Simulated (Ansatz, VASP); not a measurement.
Si3N4: VASP beside Ansatz

```xyz
14
Lattice="0.0000 3.8329 3.8329 3.8329 0.0000 3.8329 3.8329 3.8329 0.0000" Properties=species:S:1:pos:R:3 pbc="T T T"
Si    2.8746    2.8746    0.9582
Si    2.8746    0.9582    2.8746
Si    0.9582    2.8746    2.8746
Si    0.9582    0.9582    0.9582
Si    5.7493    5.7493    5.7493
Si    3.8329    3.8329    3.8329
N     2.8188    2.8188    2.8188
N     6.7634    4.7352    4.7352
N     4.7352    4.7352    6.7634
N     4.7352    6.7634    4.7352
N     4.8469    4.8469    2.8188
N     4.8469    2.8188    4.8469
N     6.7634    6.7634    6.7634
N     2.8188    4.8469    4.8469
```

Alike in both runs: functional PBEsol; k mesh 6 × 6 × 6; occupations gaussian, width 0.02 eV; no spin polarisation.

Ansatz relaxed the structure, and its values are those at the end. VASP's run is a single point on that final structure, the one shown.

```csv
,VASP,Ansatz
version,VASP 6.6.1,Ansatz 0.2.0
potentials or method,"VASP PAW PBE potentials, release 64 (Si, N), cutoff 520 eV","scalar-relativistic, plane waves, PAW"
valence electrons in the cell,64,64
```

VASP gave:

```
gap on the k mesh at the Fermi level (eV) : 3.40
least direct gap on the mesh (eV)         : 3.42
pressure (GPa)                            : 10.3
rms of the force components (eV/Å)        : 0.004
```

Task: What did Ansatz give for the same quantities?

Result: gap on the k mesh at the Fermi level (eV): 3.41; least direct gap on the mesh (eV): 3.43; pressure (GPa): 9.9; rms of the force components (eV/Å): 0.000.

VASP's potentials were made for PBE, not for PBEsol. With one functional, cell and mesh, what is left measures potentials, basis and numerics. Ansatz's warnings: stress scf threshold loose.
